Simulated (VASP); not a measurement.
Input of a VASP 6.6.1 run:

File INCAR:

```
SYSTEM = HgTe
PREC = Accurate
ENCUT = 520
EDIFF = 1E-6
ISMEAR = 0
SIGMA = 0.2
LREAL = .FALSE.
LASPH = .TRUE.
NELM = 80
ALGO = Normal
ISIF = 2
LWAVE = .FALSE.
LCHARG = .FALSE.
NBANDS = 16
```

The input KPOINTS:

```
regular mesh
0
G
  14 14 14
  0 0 0
```

Contents of POSCAR:

```
HgTe
1.0
    0.0000000000      3.2235000000      3.2235000000
    3.2235000000      0.0000000000      3.2235000000
    3.2235000000      3.2235000000      0.0000000000
Hg Te
1 1
Direct
    0.0000000000      0.0000000000      0.0000000000
    0.7500000000      0.7500000000      0.7500000000
```

Potentials or basis: VASP PAW LDA potentials, release 64 (Hg, Te).

Launch:

```console
$ cat potpaw_LDA.64/Hg/POTCAR potpaw_LDA.64/Te/POTCAR > POTCAR
$ mpirun -np 1 vasp_std > vasp.out
```

Q: What does it give for the band gap on the k mesh?

A: Zero (filled and empty bands touch).

Q: Predict the pressure.

A: 0.0 GPa.

Caveat: semilocal functionals underestimate gaps, and a narrow one can read as zero; spin-orbit coupling is left out, which moves the levels of the heavy elements.
